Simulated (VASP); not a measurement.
Set up this calculation in VASP 6.6.1, as the native input.

```
Task                   : single point
Functional             : PBE
Potentials or basis    : VASP PAW PBE potentials, release 64 (Zn, Cd, Se)
Cutoff                 : 520 eV
k mesh                 : 6 × 6 × 4
Occupations            : gaussian, width 0.1 eV
Spin                   : no spin polarisation
Dipole correction      : no
Further INCAR settings : ALGO = Normal; EDIFF = 1e-06; NBANDS = 29
```

The structure of Zn2CdSe lies in POSCAR:

```
Zn2CdSe
1.0
    2.8691686371      0.0000000000      0.0000000000
   -1.4345843186      2.4847729275      0.0000000000
    0.0000000000      0.0000000000     11.4426579016
Zn Cd Se
2 1 1
Direct
    0.0000000000      0.0000000000      0.2412379502
    0.0000000000      0.0000000000      0.7587620498
    0.0000000000      0.0000000000      0.5000000000
    0.0000000000      0.0000000000      0.0000000000
```

The input as run:

INCAR

```
PREC     = Accurate       # precision mode
ENCUT    = 520            # plane-wave cutoff, eV
EDIFF    = 1E-6           # SCF threshold, eV
ISMEAR   = 0              # smearing method
SIGMA    = 0.1            # smearing width, eV
LREAL    = F              # projectors in reciprocal space
LASPH    = T              # aspherical terms in the spheres
NELM     = 100            # most SCF steps
ALGO     = Normal         # electronic algorithm
ISIF     = 2              # what is computed and relaxed
LWAVE    = F              # write WAVECAR
LCHARG   = F              # write CHGCAR
GGA      = PE             # functional
NBANDS   = 29             # bands
```

KPOINTS

```
Automatic mesh
0
Gamma
  6 6 4
```

Potentials or basis: VASP PAW PBE potentials, release 64 (Zn, Cd, Se).

Command:

```sh
$ cat potpaw_PBE.64/Zn/POTCAR potpaw_PBE.64/Cd/POTCAR potpaw_PBE.64/Se/POTCAR > POTCAR
$ mpirun -np 1 vasp_std > vasp.out
```

It gave:

| Property | Result |
| --- | --- |
| Pressure | 0.2 GPa |
| Largest force | 0.005 eV/Å |
| Band gap on the k mesh | zero (band 21 reaches 4.27 eV, above the bottom of band 22 at 2.59 eV) |

Caveat: the k points lie up to 0.42 Å⁻¹ apart.

Wall time 67 s on 1 thread of AMD EPYC 7R43 64-Core Processor (Zen 3) (shared host), peak memory 0.2 GiB.
